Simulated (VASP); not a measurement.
TiO2, 6 atoms in the cell. The typed cell holds 6 atoms: a = 3.739 Å, b = 3.739 Å, c = 5.417 Å, α = 110.18°, β = 110.18°, γ = 90.00°. 

| Item | Value |
| --- | --- |
| Program | VASP 6.6.1 |
| Task | single point |
| Functional | LDA |
| Potentials or basis | VASP PAW LDA potentials, release 64 (Ti_sv, O_h) |
| Cutoff | 910 eV |
| k mesh | 8 × 8 × 6 |
| Occupations | gaussian, width 0.02 eV |
| Spin | no spin polarisation |
| Dipole correction | no |
| Further INCAR settings | ALGO = Normal; EDIFF = 1e-06; NBANDS = 33 |

Potentials or basis: VASP PAW LDA potentials, release 64 (Ti_sv, O_h).

Run with:

```bash
$ cat potpaw_LDA.64/Ti_sv/POTCAR potpaw_LDA.64/O_h/POTCAR > POTCAR
$ mpirun -np 1 vasp_std > vasp.out
```

Hardware: 1 thread of AMD EPYC 9R45 96-Core Processor (Zen 5) (shared host).

Question: How long does it take, and how much memory?

Answer: Wall time 7 min on 1 thread of AMD EPYC 9R45 96-Core Processor (Zen 5), with other jobs on the host, peak memory 0.52 GiB. Counts: scf iterations 16, k points 114.
